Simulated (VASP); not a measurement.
# PtSe (F-43m) in VASP: settings compared, part 2 of 2

VASP 6.6.1. The steps go on from the part before.

**4. Relaxation of cell and atoms, r2SCAN+D3(BJ)**

Contents of POSCAR:

```
PtSe
1.0
    0.0000000000      3.0374472300      3.0374472300
    3.0374472300      0.0000000000      3.0374472300
    3.0374472300      3.0374472300      0.0000000000
Pt Se
1 1
Direct
    0.0000000000      0.0000000000      0.0000000000
    0.2500000000      0.2500000000      0.2500000000
```

Contents of INCAR.step1:

```
PREC     = Accurate       # precision mode
ENCUT    = 600            # plane-wave cutoff, eV
ISMEAR   = -1             # smearing method
SIGMA    = 0.05           # smearing width, eV
LREAL    = F              # projectors in reciprocal space
LASPH    = T              # aspherical terms in the spheres
NELM     = 80             # most SCF steps
GGA      = PE             # functional
ALGO     = Normal         # electronic algorithm
EDIFF    = 1E-4           # SCF threshold, eV
LWAVE    = T              # write WAVECAR
LCHARG   = F              # write CHGCAR
```

Contents of INCAR.step2:

```
PREC     = Accurate       # precision mode
ENCUT    = 600            # plane-wave cutoff, eV
EDIFF    = 1E-6           # SCF threshold, eV
ISMEAR   = -1             # smearing method
SIGMA    = 0.05           # smearing width, eV
LREAL    = F              # projectors in reciprocal space
LASPH    = T              # aspherical terms in the spheres
NELM     = 80             # most SCF steps
ALGO     = Normal         # electronic algorithm
ISIF     = 3              # what is computed and relaxed
LWAVE    = F              # write WAVECAR
LCHARG   = F              # write CHGCAR
METAGGA  = R2SCAN         # meta-GGA
LMIXTAU  = T            
IVDW     = 12             # dispersion correction
VDW_S6   = 1.0          
VDW_S8   = 0.78981345   
VDW_A1   = 0.49484001   
VDW_A2   = 5.73083694   
IBRION   = 2              # ionic algorithm
NSW      = 60             # ionic steps
EDIFFG   = -0.01          # ionic threshold
ISTART   = 1
```

Contents of KPOINTS:

```
Automatic mesh
0
Gamma
  8 8 8
```

Potentials or basis: VASP PAW PBE potentials, release 64 (Pt, Se).

Launch:

```bash
$ cat potpaw_PBE.64/Pt/POTCAR potpaw_PBE.64/Se/POTCAR > POTCAR
$ cp INCAR.step1 INCAR
$ mpirun -np 1 vasp_std > vasp.out
$ cp INCAR.step2 INCAR
$ mpirun -np 1 vasp_std > vasp.out
```

OUTCAR:

```text
PREC = Accurate
   ENCUT = 600
   EDIFF = 1E-6
   ISMEAR = -1
   LREAL = F
   LASPH = T
   NELM = 80
   ISIF = 3
   METAGGA = R2SCAN
   IVDW = 12
   IBRION = 2
   NSW = 60
   EDIFFG = -0.01
   ISTART = 1
 IVDW          = 12

 ion  position               nearest neighbor table
   1  0.000  0.000  0.000-   2 2.63   2 2.63   2 2.63   2 2.63
   2  0.250  0.250  0.250-   1 2.63   1 2.63   1 2.63   1 2.63

  LATTYP: Found a face centered cubic cell.
 ALAT       =     6.0748944600

  Lattice vectors:

 A1 = (   0.0000000000,   3.0374472300,   3.0374472300)
 A2 = (   3.0374472300,   0.0000000000,   3.0374472300)
 A3 = (   3.0374472300,   3.0374472300,   0.0000000000)

Analysis of symmetry for initial positions (statically):
=====================================================================
 Subroutine PRICEL returns:
[... 186 lines left out ...]
      4      -1.7812      2.00000
      5       0.5307      2.00000
      6       0.5307      2.00000
      7       3.3781      0.00001
      8       4.5145      0.00000
      9       4.5145      0.00000
     10       4.5145      0.00000
     11       9.7266      0.00000
     12       9.7266      0.00000
[... 584 lines left out ...]
--------------------------------------- Ionic step        7  -------------------------------------------

 number of electron      15.9999999 magnetization

 Free energy of the ion-electron system (eV)
  ---------------------------------------------------
  ext. energy  EPLUGINS =         0.00000000
  ---------------------------------------------------
  free energy    TOTEN  =       -65.77775658 eV

  energy without entropy =      -65.76065218  energy(sigma->0) =      -65.76920438

 E-fermi :   5.4015     XC(G=0): -10.9654

 val. band max:        5.3832406010   @ k =   0.2500   0.2500   0.0000
 cond. band min:       5.5209182247   @ k =  -0.3750   0.2500   0.1250
 fundamental gap:      0.1376776237
 Fermi energy:         5.4015214004

 k-point     1 :       0.0000    0.0000    0.0000
  band No.  band energies     occupation
      1     -10.2498      2.00000
      2      -0.6912      2.00000
      3      -0.6912      2.00000
      4      -0.6912      2.00000
      5       2.2074      2.00000
      6       2.2074      2.00000
      7       6.5741      0.00000
      8       7.9515      0.00000
      9       7.9515      0.00000
     10       7.9515      0.00000
     11      12.4880      0.00000
     12      12.4880      0.00000
[... 378 lines left out ...]
  FREE ENERGIE OF THE ION-ELECTRON SYSTEM (eV)
  ---------------------------------------------------
  free  energy   TOTEN  =       -66.2174498120 eV

  energy  without entropy=      -66.2003454089  energy(sigma->0) =      -66.20889761

 reached required accuracy - stopping structural energy minimisation
```

OSZICAR.step1:

```text
N       E                     dE             d eps       ncg     rms          rms(c)
DAV:   1     0.840239507586E+02    0.84024E+02   -0.77081E+03   696   0.128E+03
DAV:   2    -0.536831819831E+01   -0.89392E+02   -0.82720E+02   804   0.224E+02
DAV:   3    -0.929028809619E+01   -0.39220E+01   -0.38420E+01   820   0.480E+01
DAV:   4    -0.933297965314E+01   -0.42692E-01   -0.42660E-01   808   0.579E+00
DAV:   5    -0.933363887023E+01   -0.65922E-03   -0.65913E-03   848   0.689E-01    0.645E+00
DAV:   6    -0.917051044243E+01    0.16313E+00   -0.10994E+00   716   0.946E+00    0.412E+00
DAV:   7    -0.914025760300E+01    0.30253E-01   -0.10863E-01   744   0.328E+00    0.239E+00
DAV:   8    -0.913549810943E+01    0.47595E-02   -0.27672E-02   740   0.139E+00    0.310E-01
DAV:   9    -0.913502606555E+01    0.47204E-03   -0.21852E-03   796   0.334E-01    0.125E-01
DAV:  10    -0.913500515443E+01    0.20911E-04   -0.49645E-04   788   0.198E-01
   1 F= -.91350052E+01 E0= -.91241189E+01  d E =-.217725E-01
```

It took 4.3 min on 1 thread of Intel Xeon 6975P-C (Granite Rapids), shared host; peak memory 0.25 GiB.

Results:

```
Free energy                            : -66.2174 eV
Relaxed volume                         : 22.15 Å³/atom
Relaxed cell                           : a = 3.971 Å, b = 3.971 Å, c = 3.971 Å, α = 60.00°, β = 60.00°, γ = 60.00°
Space group after relaxing (to 0.05 Å) : F-43m (No. 216)
Energy gained by relaxing              : 339.1 meV/atom
Ionic steps                            : 7
Pressure after relaxing                : 0.0 GPa
Band gap on the k mesh                 : zero (band 8 reaches 7.95 eV, above the bottom of band 9 at 3.95 eV)
Dispersion energy per atom             : -0.220 eV
```

The path:
```csv
step,energy change (eV),largest force (eV/Å),pressure (GPa),volume (Å³)
1,0.0000,0.0000,-14.48,56.05
2,-0.2267,0.0000,26.19,37.91
3,-0.6775,0.0000,-0.72,44.58
4,-0.6782,0.0000,-0.18,44.36
5,-0.6780,0.0000,0.37,44.15
6,-0.6780,0.0000,-0.39,44.45
7,-0.6782,0.0000,0.00,44.29
```

Final structure:
```yaml
crystal:
  lattice:
    - [0.00000, 2.80819, 2.80819]
    - [2.80819, 0.00000, 2.80819]
    - [2.80819, 2.80819, 0.00000]
  atoms:
    - { symbol: Pt, position: [0.00000, 0.00000, 0.00000] }
    - { symbol: Se, position: [0.25000, 0.25000, 0.25000] }
```

Caveat: the volume moved by over 15 % at a fixed basis, so the end points are rough; the PAW data sets were made with another functional, which shifts forces and pressure a little; spin-orbit coupling is left out, which moves the levels of the heavy elements; pairwise dispersion overbinds metals, which lowers pressure and volume.

**5. Summary**

| task | level | cell | cutoff (eV) | gap on the mesh (eV) | pressure (GPa) | relaxed volume (Å³/atom) |
| --- | --- | --- | --- | --- | --- | --- |
| single point | r2SCAN+D3(BJ) | as given | 520 | none | -14.5 | - |
| relaxation of cell and atoms | r2SCAN | relaxed | 600 | none | 0.0 | 22.46 |
| relaxation of cell and atoms | r2SCAN+D3(BJ) | relaxed | 600 | none | 0.0 | 22.15 |

Alike in all rows: potentials or basis VASP PAW PBE potentials, release 64 (Pt, Se); no spin polarisation; k mesh 8 × 8 × 8; smearing fermi-dirac 0.05 eV.

Caveats: the PAW data sets were made with another functional, which shifts forces and pressure a little; spin-orbit coupling is left out, which moves the levels of the heavy elements; pairwise dispersion overbinds metals, which lowers pressure and volume (some runs); the volume moved by over 15 % at a fixed basis, so the end points are rough (some runs); three body term missing (some runs).

Total energies depend on the potentials used, so only differences within one code and one set of settings carry meaning.
